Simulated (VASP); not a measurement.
Input of a VASP 6.6.1 run:

The input INCAR:

```
PREC     = Accurate       # precision mode
ENCUT    = 520            # plane-wave cutoff, eV
EDIFF    = 1E-7           # SCF threshold, eV
ISMEAR   = 0              # smearing method
SIGMA    = 0.1            # smearing width, eV
LREAL    = False          # projectors in reciprocal space
LASPH    = True           # aspherical terms in the spheres
NELM     = 100            # most SCF steps
ALGO     = Normal         # electronic algorithm
ISIF     = 2              # what is computed and relaxed
LWAVE    = False          # write WAVECAR
LCHARG   = False          # write CHGCAR
GGA      = PS             # functional
NBANDS   = 18             # bands
```

Contents of KPOINTS:

```
Automatic mesh
0
Gamma
  10 6 12
```

The input POSCAR:

```
N
1.0
    4.8896178900      0.0000000000      0.0000000000
    0.0000000000      7.7678954500      0.0000000000
    0.0000000000      0.0000000000      3.3730503700
N
4
Direct
    0.0267305321      0.2500000000      0.6361979275
    0.9732694679      0.7500000000      0.3638020725
    0.4732694679      0.7500000000      0.1361979275
    0.5267305321      0.2500000000      0.8638020725
```

Potentials or basis: VASP PAW PBE potentials, release 64 (N).

Launch:

```console
$ cat potpaw_PBE.64/N/POTCAR > POTCAR
$ mpirun -np 1 vasp_std > vasp.out
```

Task: What does it give for the band gap on the k mesh?

Result: Zero (bands 10 and 11 overlap by 0.75 eV).

Task: Predict the largest force.

Result: 0.833 eV/Å.

Forces in eV/Å, atoms in the order of the input:
```
N   -0.006  0.000  0.833
N    0.006  0.000 -0.833
N    0.006  0.000  0.833
N   -0.006  0.000 -0.833
```

Caveat: the cell differs from its parent crystal (strained); the nearest neighbours stand farther apart than a usual bond; the PAW data sets were made with another functional, which shifts forces and pressure a little.
